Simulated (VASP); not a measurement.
## Si7Ge: single point with r2SCAN

Si7Ge:

```
CELL_PARAMETERS angstrom
5.46797 0.00000 0.00000
0.00000 5.46797 0.00000
0.00000 0.00000 5.46797
ATOMIC_POSITIONS crystal
Si 0.25243 0.25243 0.25243
Si 0.00000 0.50000 0.50000
Si 0.50000 0.50000 0.00000
Si 0.50000 0.00000 0.50000
Si 0.74757 0.25243 0.74757
Si 0.74757 0.74757 0.25243
Si 0.25243 0.74757 0.74757
Ge 0.00000 0.00000 0.91770
```

This cell differs from its parent crystal: atom 8 (Ge) moved -0.450 Å along Cartesian [0 0 1].

```json
{"Program": "VASP 6.6.1", "Task": "single point", "Functional": "r2SCAN", "Potentials or basis": "VASP PAW PBE potentials, release 64 (Si, Ge_d)", "Cutoff": "520 eV", "k mesh": "6 × 6 × 6", "Occupations": "gaussian, width 0.05 eV", "Spin": "no spin polarisation", "Dipole correction": "no", "Further INCAR settings": "ALGO = Normal; EDIFF = 1e-06; NBANDS = 31"}
```

```yaml
Pressure: 1.6 GPa
Largest_force: 5.189 eV/Å
Band_gap_on_the_k_mesh: 0.19 eV (least direct gap 0.39 eV)
```

Forces in eV/Å, atoms in the order of the input:
```
Si  -0.566 -0.566 -1.024
Si   0.000  0.000 -0.414
Si   0.000  0.000  0.695
Si   0.000  0.000 -0.414
Si  -1.645  1.645 -1.504
Si   0.566  0.566 -1.024
Si   1.645 -1.645 -1.504
Ge   0.000  0.000  5.189
```

Stress tensor (GPa, compression positive):
```
 2.77 -4.74  0.00
-4.74  2.77  0.00
 0.00  0.00 -0.75
```

Levels at points of the mesh, in eV from the valence-band top:
```tsv
k point	band 17	band 18	band 19	band 20	band 21	band 22	band 23	band 24	band 25	band 26
(0.00, 0.00, 0.00)	-3.31	-3.11	-0.86	-0.49	-0.19	0.19	0.46	0.48	0.72	0.83
(0.50, 0.00, 0.00)	-3.94	-2.47	-2.45	-2.05	-1.97	0.79	0.93	2.76	2.80	3.72
(0.00, 0.00, 0.50)	-3.66	-3.08	-2.73	-2.24	-1.68	0.63	0.98	2.93	3.32	3.83
(0.50, 0.50, 0.00)	-3.95	-2.50	-2.01	-1.81	-1.09	1.76	2.11	2.20	2.98	4.18
(0.00, 0.50, 0.50)	-4.10	-2.04	-1.96	-1.53	-1.28	2.02	2.07	2.23	2.32	4.35
(0.50, 0.50, 0.50)	-1.77	-1.72	-1.70	-1.20	-0.66	0.96	1.26	1.31	1.46	2.58
```

Wall time 12 min on 1 thread of Intel(R) Xeon(R) Platinum 8259CL CPU @ 2.50GHz (Skylake/Cascade Lake), on a shared host, peak memory 0.42 GiB.

Caveat: the cell differs from its parent crystal (atom 8 (Ge) moved -0.450 Å along Cartesian [0 0 1]); the PAW data sets were made with another functional, which shifts forces and pressure a little. A k mesh can miss the band edges.
